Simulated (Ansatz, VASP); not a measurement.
Two plane-wave programs on B2O

```
CELL_PARAMETERS angstrom
2.54558 0.00000 0.00000
-1.27279 2.20454 0.00000
0.00000 0.00000 9.67767
ATOMIC_POSITIONS crystal
B 0.00000 0.00000 0.40990
B 0.00000 0.00000 0.59010
B 0.66667 0.33333 0.02935
B 0.33333 0.66667 0.97065
O 0.66667 0.33333 0.35258
O 0.33333 0.66667 0.64742
```

Alike in both runs: task single point; functional PBE; dispersion D3(BJ); k mesh 21 × 21 × 6; occupations gaussian, width 0.15 eV; no spin polarisation.

|  | VASP | Ansatz |
| --- | --- | --- |
| version | VASP 6.6.1 | Ansatz 0.2.0 |
| potentials or method | VASP PAW PBE potentials, release 64 (B, O), cutoff 520 eV | scalar-relativistic, plane waves, PAW |
| valence electrons in the cell | 24 | 24 |

VASP gave:

* gap on the k mesh at the Fermi level (eV): none
* pressure (GPa): 0.2
* traceless stress, the component that is largest in VASP (GPa): -0.49
* rms of the force components (eV/Å): 0.014

Q: Estimate Ansatz's values.

A: gap on the k mesh at the Fermi level (eV): none; pressure (GPa): -0.1; traceless stress, the component that is largest in VASP (GPa): -0.04; rms of the force components (eV/Å): 0.017.

Atom by atom the forces differ by 0.007 eV/Å (rms over components). A gap of «none» marks a metal or a gap that the smearing closes.
